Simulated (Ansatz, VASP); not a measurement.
# One calculation of AgPt3, two programs

INCAR

```
SYSTEM = AgPt3
ALGO = Fast
EDIFF = 1E-6
EDIFFG = -0.001
ENCUT = 600
IBRION = 2
ISIF = 3
ISMEAR = -1
LASPH = .True.
LCHARG = .False.
LREAL = .False.
LWAVE = .False.
NELM = 60
NSW = 80
PREC = Accurate
SIGMA = 0.15
```

The input KPOINTS:

```
k-points
0
Gamma
  12 12 12
  0 0 0
```

Contents of POSCAR:

```
AgPt3
1.0
    3.9106931241      0.0000000000      0.0000000000
    0.0000000000      3.9106931241      0.0000000000
    0.0000000000      0.0000000000      3.9106931241
Ag Pt
1 3
Direct
    0.0000000000      0.0000000000      0.0000000000
    0.0000000000      0.5000000000      0.5000000000
    0.5000000000      0.0000000000      0.5000000000
    0.5000000000      0.5000000000      0.0000000000
```

Input for Ansatz:

```yaml
crystal:
  lattice:
    - [3.910693124, 0.0, 0.0]
    - [0.0, 3.910693124, 0.0]
    - [0.0, 0.0, 3.910693124]
  atoms:
    - { symbol: Ag, position: [0.0, 0.0, 0.0] }
    - { symbol: Pt, position: [0.0, 0.5, 0.5] }
    - { symbol: Pt, position: [0.5, 0.0, 0.5] }
    - { symbol: Pt, position: [0.5, 0.5, 0.0] }
basis:
  ecutwfc: 420
kpoints:
  mp_grid: { grid: [12, 12, 12] }
hamiltonian:
  xc: lda
scf:
  occupations: { method: fermi_dirac, width: 0.15 }
output:
  forces: true
  stress: true
  eigenvalues: true
relax:
  adjacent_minimum: "off"
  f_tol: 0.001
  max_steps: 60
  cell: { stress_tol: 0.01 }
```

Alike in both runs: task relaxation of cell and atoms; functional LDA; k mesh 12 × 12 × 12; occupations fermi-dirac, width 0.15 eV; no spin polarisation.

```csv
,VASP,Ansatz
version,VASP 6.6.1,Ansatz 0.2.0
potentials or method,"VASP PAW LDA potentials, release 64 (Ag, Pt), cutoff 600 eV","scalar-relativistic, plane waves, PAW"
valence electrons in the cell,41,73
```

VASP gave:

* gap on the k mesh at the Fermi level, each at its own relaxed structure (eV): none
* relaxed volume (Å³/atom): 15.02
* relaxed cell length with the largest relative difference (Å): 3.916

Which values does Ansatz return?

gap on the k mesh at the Fermi level, each at its own relaxed structure (eV): none; relaxed volume (Å³/atom): 14.98; relaxed cell length with the largest relative difference (Å): 3.913.

LDA's correlation is that of Perdew and Zunger in VASP and of Perdew and Wang (1992) in Ansatz. A gap of «none» marks a metal or a gap that the smearing closes. VASP's potentials hold 41 valence electrons a cell and Ansatz's 73, so a difference there can come from the potentials and not from the codes.

Neither program's run includes spin-orbit coupling.
